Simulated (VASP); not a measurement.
The system is DyGe3P.

```
Dy Ge P
1.0
     4.14245    0.00000    0.00000
     0.00000    4.14245    0.00000
     0.00000    0.00000    7.40526
Dy Ge P
1 3 1
Direct
  0.00000 0.00000 0.00000
  0.50000 0.50000 0.83469
  0.50000 0.50000 0.16531
  0.00000 0.00000 0.50000
  0.50000 0.50000 0.50000
```

The cell was built from a structure type or drawn by symmetry, and may not be a known phase.

- Program: VASP 6.6.1
- Task: relaxation of cell and atoms
- Functional: PBE
- Potentials or basis: VASP PAW PBE potentials, release 64 (Dy_3, Ge_d, P), 4f in core
- Cutoff: 500 eV
- k mesh: 4 × 4 × 4
- Occupations: gaussian, width 0.1 eV
- Spin: no spin polarisation

At the start: pressure -6.6 GPa; volume 25.41 Å³/atom.

Task: Where does the relaxation end?

Result: Over 13 steps the energy falls by 159.8 meV/atom and the volume is 21.53 Å³/atom (-15.3 %); space group P4/mmm (No. 123, to 0.1 Å) before and after.

Step by step:
| step | energy change (eV) | largest force (eV/Å) | pressure (GPa) | volume (Å³) |
| --- | --- | --- | --- | --- |
| 1 | 0.0000 | 0.9452 | -6.56 | 127.07 |
| 2 | -0.6049 | 0.6727 | 0.24 | 108.82 |
| 3 | -0.6157 | 0.6564 | 1.51 | 106.65 |
| 4 | -0.7315 | 0.4432 | 0.72 | 106.82 |
| 5 | -0.7448 | 0.4747 | 0.64 | 106.84 |
| 6 | -0.7465 | 0.6654 | 0.75 | 106.82 |
| 7 | -0.7494 | 0.5814 | 0.69 | 106.84 |
| 8 | -0.7871 | 0.2109 | -0.45 | 108.60 |
| 9 | -0.7885 | 0.1104 | -0.69 | 109.01 |
| 10 | -0.7972 | 0.0468 | -0.06 | 107.87 |
| 11 | -0.7974 | 0.0779 | 0.03 | 107.67 |
| 12 | -0.7987 | 0.0453 | 0.05 | 107.61 |
| 13 | -0.7992 | 0.0047 | 0.05 | 107.63 |

Final structure:
```yaml
crystal:
  lattice:
    - [3.73886, 0.00000, 0.00000]
    - [0.00000, 3.73886, 0.00000]
    - [0.00000, 0.00000, 7.69944]
  atoms:
    - { symbol: Dy, position: [0.00000, 0.00000, 0.00000] }
    - { symbol: Ge, position: [0.50000, 0.50000, 0.80740] }
    - { symbol: Ge, position: [0.50000, 0.50000, 0.19260] }
    - { symbol: Ge, position: [0.00000, 0.00000, 0.50000] }
    - { symbol: P, position: [0.50000, 0.50000, 0.50000] }
```

Caveat: the k points lie up to 0.42 Å⁻¹ apart in the final cell, too coarse for converged energies and pressures of a metal; the volume moved by over 15 % at a fixed basis, so the end points are rough.
